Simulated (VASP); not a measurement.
Set up this calculation in VASP 6.6.1, as the native input.

```yaml
Task: single point
Functional: PBE
Potentials_or_basis: VASP PAW PBE potentials, release 64 (Sn_d, Se)
Cutoff: 520 eV
k_mesh: 3 × 3 × 3
Occupations: gaussian, width 0.1 eV
Spin: no spin polarisation
Dipole_correction: no
Further_INCAR_settings: ALGO = Normal; EDIFF = 1e-06; NBANDS = 65
```

The structure of Sn3Se2 lies in POSCAR:

```
Sn3Se2
1.0
    3.4702385758      2.0035431759      6.3163553358
   -3.4702385758      2.0035431759      6.3163553358
    0.0000000000     -4.0070863518      6.3163553358
Sn Se
6 4
Direct
    0.0562500000      0.4437500000      0.7500000000
    0.7500000000      0.0562500000      0.4437500000
    0.4437500000      0.7500000000      0.0562500000
    0.9437500000      0.5562500000      0.2500000000
    0.2500000000      0.9437500000      0.5562500000
    0.5562500000      0.2500000000      0.9437500000
    0.8521800000      0.8521800000      0.8521800000
    0.6478200000      0.6478200000      0.6478200000
    0.1478200000      0.1478200000      0.1478200000
    0.3521800000      0.3521800000      0.3521800000
```

One way to write it, as run:

INCAR

```
SYSTEM = Sn3Se2
  PREC = Accurate
  ENCUT = 520
  EDIFF = 1E-6
  ISMEAR = 0
  SIGMA = 0.1
  LREAL = .False.
  LASPH = .True.
  NELM = 60
  ALGO = Normal
  ISIF = 2
  LWAVE = .False.
  LCHARG = .False.
  GGA = PE
  NBANDS = 65
```

KPOINTS

```
Automatic mesh
0
Gamma
  3 3 3
  0 0 0
```

Potentials or basis: VASP PAW PBE potentials, release 64 (Sn_d, Se).

Run with:

```console
$ cat potpaw_PBE.64/Sn_d/POTCAR potpaw_PBE.64/Se/POTCAR > POTCAR
$ mpirun -np 1 vasp_std > vasp.out
```

Results of the run:

```yaml
Pressure: 11.4 GPa
Largest_force: 0.656 eV/Å
Band_gap_on_the_k_mesh: zero (bands 54 and 55 overlap by 0.93 eV)
```

Caveat: the k points lie up to 0.37 Å⁻¹ apart, too coarse for converged energies and pressures of a metal; spin-orbit coupling is left out, which moves the levels of the heavy elements.

It took 4.6 min on 1 thread of Intel Xeon 8259CL, on a shared host, peak memory 0.45 GiB.
